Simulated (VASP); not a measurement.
Runs of VASP 6.6.1 on CO2. The structure is that of space group P2_1/c (No. 14), or close to it. The cells are those of the table. 

```csv
cell,gap on the mesh (eV),pressure (GPa),largest force (eV/Å)
"a = 6.075, b = 6.058, c = 6.014 Å, angles 90.0, 98.6, 90.0°, 12 atoms",6.51,4.3,8.76
"a = 6.126, b = 6.058, c = 6.305 Å, angles 90.0, 106.8, 90.0°, 12 atoms",5.98,6.3,16.28
"a = 6.075, b = 6.058, c = 6.135 Å, angles 90.0, 98.5, 90.0°, 12 atoms",6.44,2.3,7.58
"a = 6.096, b = 6.058, c = 6.036 Å, angles 90.0, 102.9, 90.0°, 12 atoms",6.35,(a),(c)
"a = 6.062, b = 6.058, c = 5.941 Å, angles 90.0, 94.3, 90.0°, 12 atoms",(b),3.7,(d)
```

Alike in all rows: task single point; level PBE; potentials or basis VASP PAW PBE potentials, release 64 (C, O); no spin polarisation; k mesh 4 × 4 × 4; cutoff (eV) 520; smearing gaussian 0.05 eV.

Q: Fill in the values left out.

A: (a) 6.9; (b) 6.64; (c) 13.70; (d) 5.08.

Caveats: forces of over 1 eV/Å act on the atoms, so gaps and moduli don't describe the material at rest.

A k mesh can miss the band edges.
